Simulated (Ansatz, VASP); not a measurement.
## One calculation of LiNbO3, two programs

```
Li Nb O
1.0
     2.56870    1.48304    4.62822
    -2.56870    1.48304    4.62822
     0.00000   -2.96608    4.62822
Li Nb O
2 2 6
Cartesian
  0.0000 0.0000 10.8602
  0.0000 0.0000 3.9179
  0.0000 0.0000 6.9448
  0.0000 2.9661 9.2589
  0.9976 -1.3294 7.8201
  0.6525 1.5286 7.8201
  -0.6525 -1.4375 5.5060
  -1.6501 -0.1992 7.8201
  1.5711 0.1536 5.5060
  -0.9186 1.2838 5.5060
```

Alike in both runs: task single point; functional PBE; k mesh 6 × 6 × 6; occupations fermi-dirac, width 0.02 eV; no spin polarisation.

```csv
,VASP,Ansatz
version,VASP 6.6.1,Ansatz 0.2.0
potentials or method,"VASP PAW PBE potentials, release 64 (Li_sv, Nb_sv, O)","plane waves, PAW"
plane-wave cutoff (eV),520,420
valence electrons in the cell,68,68
```

```csv
,VASP,Ansatz,Ansatz less VASP
gap on the k mesh at the Fermi level (eV),3.61,3.62,+0.014
rms of the force components (eV/Å),0.058,0.057,-0.0012
```

Atom by atom the forces differ by 0.009 eV/Å (rms over components). With one functional, cell and mesh, what is left measures potentials, basis and numerics.

Noted on VASP's run: the cutoff is short for stress, so the pressure is rough.
